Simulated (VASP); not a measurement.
# MnO2 (P-3m1) in VASP: notebook

Runs on MnO2. Level: LDA. Tasks: single point.

Everything below comes from runs of VASP 6.6.1. Logs are shortened: lines on timing, memory, paths and dates and some standing lists are left out, and cuts for length are marked.

## Step 1: The cell of the first run

Symmetry: P-3m1, No. 164, trigonal system. The conventional cell has a = 2.607 Å, b = 2.607 Å, c = 4.199 Å, α = 90.00°, β = 90.00°, γ = 120.00°. Within 2.3 Å of Mn (site symmetry -3m) lie 6 O at 1.74 Å. Within 2.3 Å of O (site symmetry 3m) lie 3 Mn at 1.74 Å and 3 O at 2.29 Å.

## Step 2: Single point, LDA, collinear spin, ferromagnetic start (8.24 Å³/atom)

The input, INCAR:

```
PREC = Accurate ; ENCUT = 520
EDIFF = 1E-7 ; ISMEAR = -1
SIGMA = 0.03 ; LREAL = False
LASPH = True ; NELM = 150
ALGO = Normal ; ISIF = 2
LWAVE = False ; LCHARG = False
ISPIN = 2 ; MAGMOM = 4 0 0
LORBIT = 11 ; LMAXMIX = 4
GGA = CA ; NBANDS = 24
```

The input, KPOINTS:

```
regular mesh
0
Gamma
  11 11 6
```

The input, POSCAR:

```
MnO2
1.0
    2.6068576215      0.0000000000      0.0000000000
   -1.3034288108      2.2576049243      0.0000000000
    0.0000000000      0.0000000000      4.1991243640
Mn O
1 2
Direct
    0.0000000000      0.0000000000      0.5000000000
    0.6666666667      0.3333333333      0.2937074300
    0.3333333333      0.6666666667      0.7062925700
```

Potentials or basis: VASP PAW LDA potentials, release 64 (Mn_pv, O).

On the command line:

```console
$ cat potpaw_LDA.64/Mn_pv/POTCAR potpaw_LDA.64/O/POTCAR > POTCAR
$ mpirun -np 1 vasp_std > vasp.out
```

OUTCAR:

```text
PREC = Accurate
   ENCUT = 520
   EDIFF = 1E-7
   ISMEAR = -1
   LREAL = False
   LASPH = True
   NELM = 150
   ISIF = 2
   ISPIN = 2
   LORBIT = 11
   GGA = CA

 ion  position               nearest neighbor table
   1  0.000  0.000  0.500-   2 1.74   3 1.74   2 1.74   3 1.74   2 1.74   3 1.74
   2  0.667  0.333  0.294-   1 1.74   1 1.74   1 1.74
   3  0.333  0.667  0.706-   1 1.74   1 1.74   1 1.74

  LATTYP: Found a hexagonal cell.
 ALAT       =     2.6068576215
 C/A-ratio  =     1.6107992739

  Lattice vectors:

 A1 = (   2.6068576215,   0.0000000000,   0.0000000000)
 A2 = (  -1.3034288108,   2.2576049243,   0.0000000000)
 A3 = (   0.0000000000,   0.0000000000,   4.1991243640)

Analysis of symmetry for initial positions (statically):
=====================================================================
 Subroutine PRICEL returns:
 Original cell was already a primitive cell.

 Routine SETGRP: Setting up the symmetry group for a
 hexagonal supercell.

 Subroutine GETGRP returns: Found 12 space group operations
 (whereof 12 operations were pure point group operations)
 out of a pool of 24 trial point group operations.

The static configuration has the point symmetry D_3d.

Analysis of symmetry for dynamics (positions and initial velocities):
=====================================================================
 Subroutine PRICEL returns:
 Original cell was already a primitive cell.

 Routine SETGRP: Setting up the symmetry group for a
 hexagonal supercell.

 Subroutine GETGRP returns: Found 12 space group operations
 (whereof 12 operations were pure point group operations)
 out of a pool of 24 trial point group operations.

The dynamic configuration has the point symmetry D_3d.

Analysis of structural, dynamic, and magnetic symmetry:
=====================================================================
 Subroutine PRICEL returns:
 Original cell was already a primitive cell.

 Routine SETGRP: Setting up the symmetry group for a
 hexagonal supercell.

 Subroutine GETGRP returns: Found 12 space group operations
 (whereof 12 operations were pure point group operations)
 out of a pool of 24 trial point group operations.

The overall configuration has the point symmetry D_3d.

 Subroutine INISYM returns: Found 12 space group operations
 (whereof 12 operations are pure point group operations),
 and found     1 'primitive' translations

----------------------------------------------------------------------------------------

                                     Primitive cell

  volume of cell :      24.7129

  direct lattice vectors                    reciprocal lattice vectors
     2.606857622  0.000000000  0.000000000     0.383603612  0.221473649  0.000000000
    -1.303428811  2.257604924  0.000000000     0.000000000  0.442947297  0.000000000
     0.000000000  0.000000000  4.199124364     0.000000000  0.000000000  0.238144888

  length of vectors
     2.606857622  2.606857622  4.199124364     0.442947297  0.442947297  0.238144888

  position of ions in fractional coordinates (direct lattice)
     0.000000000  0.000000000  0.500000000
     0.666666667  0.333333333  0.293707430
     0.333333333  0.666666667  0.706292570

  ion indices of the primitive-cell ions
   primitive index   ion index
                 1           1
                 2           2
                 3           3

----------------------------------------------------------------------------------------

 KPOINTS: regular mesh

Automatic generation of k-mesh.
 Grid dimensions read from file:
 generate k-points for:   11   11    6

 Generating k-lattice:

  Cartesian coordinates                     Fractional coordinates (reciprocal lattice)
     0.034873056  0.020133968  0.000000000     0.090909091 -0.000000000  0.000000000
     0.000000000  0.040267936  0.000000000     0.000000000  0.090909091  0.000000000
     0.000000000  0.000000000  0.039690815     0.000000000  0.000000000  0.166666667

  Length of vectors
     0.040267936  0.040267936  0.039690815

  Shift w.r.t. Gamma in fractional coordinates (k-lattice)
     0.000000000  0.000000000  0.000000000

 Subroutine IBZKPT returns following result:
 ===========================================

 Found     84 irreducible k-points:

 Following reciprocal coordinates:
            Coordinates               Weight
  0.000000  0.000000  0.000000      1.000000
  0.090909 -0.000000  0.000000      6.000000
  0.181818 -0.000000  0.000000      6.000000
  0.272727  0.000000  0.000000      6.000000
  0.363636 -0.000000  0.000000      6.000000
  0.454545 -0.000000  0.000000      6.000000
[... 16 lines left out ...]
  0.000000  0.272727  0.166667      6.000000
  0.363636 -0.000000  0.166667      6.000000
 [... further k-points ...]
   k-points           NKPTS =     84   k-points in BZ     NKDIM =     84   number of bands    NBANDS=     24
   number of dos      NEDOS =    301   number of ions     NIONS =      3
   total plane-waves  NPLWV =  12800
   dimension x,y,z NGX =    20 NGY =   20 NGZ =   32
   dimension x,y,z NGXF=    40 NGYF=   40 NGZF=   64
   ions per type =               1   2
   NGX,Y,Z   is equivalent  to a cutoff of  12.75, 12.75, 12.67 a.u.
   NGXF,Y,Z  is equivalent  to a cutoff of  25.51, 25.51, 25.34 a.u.
 SYSTEM =  unknown system
   PREC   = accura    normal or accurate (medium, high low for compatibility)
   ISTART =      0    job   : 0-new  1-cont  2-samecut
   ICHARG =      2    charge: 1-file 2-atom 10-const
   ISPIN  =      2    spin polarized calculation?
   LNONCOLLINEAR =      F non collinear calculations
   LSORBIT =      F    spin-orbit coupling
   LASPH  =      T    aspherical Exc in radial PAW
   ENCUT  =  520.0 eV  38.22 Ry    6.18 a.u.   4.85  4.85  7.81*2*pi/ulx,y,z
   NELM   =    150;   NELMIN=  2; NELMDL= -5     # of ELM steps
   EDIFF  = 0.1E-06   stopping-criterion for ELM
   LREAL  =      F    real-space projection
   EDIFFG = 0.1E-05   stopping-criterion for IOM
   NSW    =      0    number of steps for IOM
   IBRION =     -1    ionic relax: 0-MD 1-quasi-New 2-CG
   NFREE  =      0    steps in history (QN), initial steepest desc. (CG)
   ISIF   =      2    stress and relaxation
   ISYM   =      2    0-nonsym 1-usesym 2-fastsym
   POTIM  = 0.5000    time-step for ionic-motion
   TEBEG  =    0.0;   TEEND  =   0.0 temperature during run
   PSTRESS=    0.0 pullay stress
   NELECT =      25.0000    total number of electrons
   NUPDOWN=      -1.0000    fix difference up-down
   EMIN   =  10.00;   EMAX   =-10.00  energy-range for DOS
   EFERMI =   0.00;   METHOD = LEGACY
   ISMEAR =    -1;   SIGMA  =   0.03  broadening in eV -4-tet -1-fermi 0-gaus
   EFERMI_NEDOS =   21; number of points for ismear=-14 and -15
   IALGO  =     38    algorithm
   IMIX   =      4    mixing-type and parameters
     AMIX     =   0.40;   BMIX     =  1.00
     AMIX_MAG =   1.60;   BMIX_MAG =  1.00
  volume/ion in A,a.u.               =       8.24        55.59
  Fermi-wavevector in a.u.,A,eV,Ry     =   1.643413  3.105601 36.746720  2.700808
  Thomas-Fermi vector in A             =   2.733552
   LORBIT       =     11    0 simple, 1 ext, 2 COOP (PROOUT), +10 PAW based schemes
   GGA     = CA    functional components
   LHFCALC =     F    Hartree Fock is set to
   AEXX    =    0.0000 exact exchange contribution
   IVDW    =     0    specifies the selected vdW correction
   LEPSILON=     F    determine dielectric tensor
   LRPA    =     F    only Hartree local field effects (RPA)
 spin polarized calculation
  energy-cutoff  :      520.00
  volume of cell :       24.71
 maximum number of plane-waves:       683
   NGX =  9   NGY =  9   NGZ = 15

 number of electron      25.0000001 magnetization       2.6714418

 Free energy of the ion-electron system (eV)
  ---------------------------------------------------
  ext. energy  EPLUGINS =         0.00000000
  ---------------------------------------------------
  free energy    TOTEN  =       -24.67238271 eV

  energy without entropy =      -24.66938005  energy(sigma->0) =      -24.67088138

 E-fermi :   6.9413     XC(G=0): -12.9637

 val. band max:        6.9251041484   @ k =   0.1818  -0.0000   0.1667
 cond. band min:       6.9812126381   @ k =   0.4545  -0.0000   0.5000
 fundamental gap:      0.0561084897
 Fermi energy:         6.9412922840

 spin component 1

 k-point     1 :       0.0000    0.0000    0.0000
  band No.  band energies     occupation
      1     -43.2399      1.00000
      2     -43.2399      1.00000
      3     -43.2329      1.00000
      4     -15.4704      1.00000
      5     -11.6902      1.00000
      6      -2.1724      1.00000
[... 16 lines left out ...]
     23      32.9990      0.00000
     24      33.7586      0.00000
[... 598 lines left out ...]
      2     -43.3328      1.00000
      3     -43.1536      1.00000
      4     -13.4331      1.00000
      5     -12.5393      1.00000
      6      -2.1406      1.00000
[... 16 lines left out ...]
     23      30.2717      0.00000
     24      32.5321      0.00000

 [... further k-points ...]

 spin component 2

 k-point     1 :       0.0000    0.0000    0.0000
  band No.  band energies     occupation
      1     -40.9305      1.00000
      2     -40.8866      1.00000
      3     -40.8866      1.00000
      4     -15.1314      1.00000
      5     -11.3582      1.00000
      6      -1.4900      1.00000
[... 16 lines left out ...]
     23      34.2769      0.00000
     24      34.6349      0.00000
[... 598 lines left out ...]
      2     -40.9895      1.00000
      3     -40.8377      1.00000
      4     -13.0670      1.00000
      5     -12.1769      1.00000
      6      -1.4419      1.00000
[... 16 lines left out ...]
     23      30.6240      0.00000
     24      32.9860      0.00000

 [... further k-points ...]

------------------------ aborting loop because EDIFF is reached ----------------------------------------

  FORCE on cell =-STRESS in cart. coord.  units (eV):
  Direction    XX          YY          ZZ          XY          YZ          ZX
  --------------------------------------------------------------------------------------
  -------------------------------------------------------------------------------------
  Total       15.5044378     15.5044378      9.1898727     -0.0000000      0.0000000      0.0000000
  in kB     1005.1771612   1005.1771613    595.7939433     -0.0000000      0.0000000      0.0000000
  external PRESSURE =     868.7160886 kB  Pullay stress =       0.0000000 kB

 VOLUME and BASIS-vectors are now :
 -----------------------------------------------------------------------------
  energy-cutoff  :      520.00
  volume of cell :       24.71
      direct lattice vectors                 reciprocal lattice vectors
     2.606857622  0.000000000  0.000000000     0.383603612  0.221473649  0.000000000
    -1.303428811  2.257604924  0.000000000     0.000000000  0.442947297  0.000000000
     0.000000000  0.000000000  4.199124364     0.000000000  0.000000000  0.238144888

 POSITION                                       TOTAL-FORCE (eV/Angst)
 -----------------------------------------------------------------------------------
      0.00000      0.00000      2.09956         0.000000      0.000000     -0.000000
      1.30343      0.75253      1.23331         0.000000     -0.000000     -5.197845
     -0.00000      1.50507      2.96581        -0.000000     -0.000000      5.197845
 -----------------------------------------------------------------------------------
    total drift:                                0.000000     -0.000000      0.000000

  FREE ENERGIE OF THE ION-ELECTRON SYSTEM (eV)
  ---------------------------------------------------
  free  energy   TOTEN  =       -24.6723827136 eV

  energy  without entropy=      -24.6693800528  energy(sigma->0) =      -24.67088138

 total charge

# of ion       s       p       d       tot
------------------------------------------
    1        0.487   6.782   5.419  12.688
    2        1.581   3.566   0.000   5.147
    3        1.581   3.566   0.000   5.147
--------------------------------------------------
tot          3.650  13.913   5.419  22.982

 magnetization (x)

# of ion       s       p       d       tot
------------------------------------------
    1        0.030   0.047   2.243   2.320
    2        0.004   0.131   0.000   0.134
    3        0.004   0.131   0.000   0.134
--------------------------------------------------
tot          0.037   0.308   2.243   2.589
```

It took 69 s on 1 thread of AMD EPYC 7R13 (Zen 3), shared host; peak memory 0.15 GiB.

Results:

- Free energy: -24.6724 eV
- Pressure: 86.9 GPa
- Largest force: 5.198 eV/Å
- Net moment: 2.67 μB per cell
- Site moments: Mn +2.32; O +0.13 μB
- Valence electrons inside the program's atomic spheres: Mn 12.69; O 5.15

Forces on the atoms (eV/Å):
```
Mn   0.000  0.000  0.000
O    0.000  0.000 -5.198
O    0.000  0.000  5.198
```

Stress tensor (GPa, compression positive):
```
100.52   0.00   0.00
  0.00 100.52   0.00
  0.00   0.00  59.58
```

Caveat: the cell stands under pressure; a cell with one magnetic atom can't hold antiferromagnetic order, which such compounds often take; semilocal functionals often make such compounds metallic where correlation or magnetic order opens a gap, which also shifts bond lengths; forces of over 1 eV/Å act on the atoms, so gaps and moduli don't describe the material at rest. With open d or f shells a metallic result of LDA can be an artefact of self-interaction; +U or a hybrid may open a gap.

(Continued in part 2 of 2.)
